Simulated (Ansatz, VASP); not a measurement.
**ZnIn2Cl4: VASP beside Ansatz**

```
CELL_PARAMETERS angstrom
3.38253 4.20613 -4.81326
-3.30202 4.12777 4.82829
3.24292 -4.11294 4.77071
ATOMIC_POSITIONS crystal
Zn 0.99902 0.00068 0.99987
In 0.49996 0.68190 0.18055
In 0.50889 0.31275 0.81998
Cl 0.36141 0.02376 0.07613
Cl 0.95895 0.29433 0.91826
Cl 0.63363 0.70767 0.66407
Cl 0.03814 0.97891 0.34115
```

Change from the starting cell: cell x1, atoms moved at random (sigma 0.05 Å) and cell strained at random (1.5 %), then relaxed without symmetry.

Alike in both runs: functional PBE; k mesh 4 × 4 × 4; occupations gaussian, width 0.1 eV; no spin polarisation.

Ansatz relaxed the structure, and its values are those at the end. VASP's run is a single point on that final structure, the one shown.

|  | VASP | Ansatz |
| --- | --- | --- |
| version | VASP 6.6.1 | Ansatz 0.2.0 |
| potentials or method | VASP PAW PBE potentials, release 64 (Zn, In_d, Cl), cutoff 520 eV | scalar-relativistic, plane waves, PAW |
| valence electrons in the cell | 66 | 66 |

VASP gave:

| Property | Result |
| --- | --- |
| gap on the k mesh at the Fermi level (eV) | 2.17 |
| least direct gap on the mesh (eV) | 2.71 |
| pressure (GPa) | 0.1 |
| rms of the force components (eV/Å) | 0.006 |

Q: Estimate Ansatz's values.

A: gap on the k mesh at the Fermi level (eV): 2.17; least direct gap on the mesh (eV): 2.71; pressure (GPa): 0.1; rms of the force components (eV/Å): 0.005.

With one functional, cell and mesh, what is left measures potentials, basis and numerics.
